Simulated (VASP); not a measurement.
Write the native input for VASP 6.6.1 that does the following.

```yaml
Task: single point
Functional: PBE
Potentials_or_basis: VASP PAW PBE potentials, release 64 (Ga_d, Co)
Cutoff: 520 eV
k_mesh: 8 × 8 × 8
Occupations: fermi-dirac, width 0.1 eV
Spin: collinear spin, ferromagnetic start
Starting_moments: "[0.0, 1.8] μB"
Dipole_correction: no
Further_INCAR_settings: ALGO = Normal; EDIFF = 1e-06; NBANDS = 22
```

The structure of GaCo lies in POSCAR:

```
GaCo
1.0
    2.9527864647      0.0000000000      0.0000000000
    0.0000000000      2.9527864647      0.0000000000
    0.0000000000      0.0000000000      2.9527864647
Ga Co
1 1
Direct
    0.5000000000      0.5000000000      0.5000000000
    0.0000000000      0.0000000000      0.0000000000
```

The input as run:

INCAR

```
PREC = Accurate
ENCUT = 520
EDIFF = 1E-6
ISMEAR = -1
SIGMA = 0.1
LREAL = F
LASPH = T
NELM = 150
ALGO = Normal
ISIF = 2
LWAVE = F
LCHARG = F
ISPIN = 2
MAGMOM = 0 1.8
LORBIT = 11
LMAXMIX = 4
GGA = PE
NBANDS = 22
```

KPOINTS

```
regular mesh
0
Gamma
  8 8 8
```

Potentials or basis: VASP PAW PBE potentials, release 64 (Ga_d, Co).

Launch:

```bash
$ cat potpaw_PBE.64/Ga_d/POTCAR potpaw_PBE.64/Co/POTCAR > POTCAR
$ mpirun -np 1 vasp_std > vasp.out
```

It gave:

| Quantity | Value |
| --- | --- |
| Pressure | -10.3 GPa |
| Net moment | 0.18 μB per cell |
| Site moments | Ga -0.01; Co +0.20 μB |
| Valence electrons inside the program's atomic spheres | Ga 11.68; Co 8.22 |

Caveat: the cell stands under tension.

Wall time 49 s on 1 thread of AMD EPYC 7R13, on a shared host, peak memory 0.14 GiB.
